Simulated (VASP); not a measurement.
Here is a VASP 6.6.1 calculation.

File INCAR:

```
ALGO     = Normal         # electronic algorithm
EDIFF    = 1E-6           # SCF threshold, eV
ENCUT    = 520            # plane-wave cutoff, eV
GGA      = PE             # functional
ISIF     = 2              # what is computed and relaxed
ISMEAR   = -1             # smearing method
LASPH    = True           # aspherical terms in the spheres
LCHARG   = False          # write CHGCAR
LREAL    = False          # projectors in reciprocal space
LWAVE    = False          # write WAVECAR
NBANDS   = 16             # bands
NELM     = 80             # most SCF steps
PREC     = Accurate       # precision mode
SIGMA    = 0.02           # smearing width, eV
```

KPOINTS

```
k-points
0
Gamma
  8 8 8
```

Contents of POSCAR:

```
ZnS
1.0
    0.0000000000      2.4997888129      2.4997888129
    2.4997888129      0.0000000000      2.4997888129
    2.4997888129      2.4997888129      0.0000000000
Zn S
1 1
Direct
    0.0000000000      0.0000000000      0.0000000000
    0.5000000000      0.5000000000      0.5000000000
```

Potentials or basis: VASP PAW PBE potentials, release 64 (Zn, S).

The run is started by

```sh
$ cat potpaw_PBE.64/Zn/POTCAR potpaw_PBE.64/S/POTCAR > POTCAR
$ mpirun -np 1 vasp_std > vasp.out
```

(1) Predict the band gap on the k mesh.

(2) What does it give for the pressure?

Answers

(1) zero (band 9 reaches 4.47 eV, above the bottom of band 10 at 4.17 eV).

(2) 6.3 GPa.
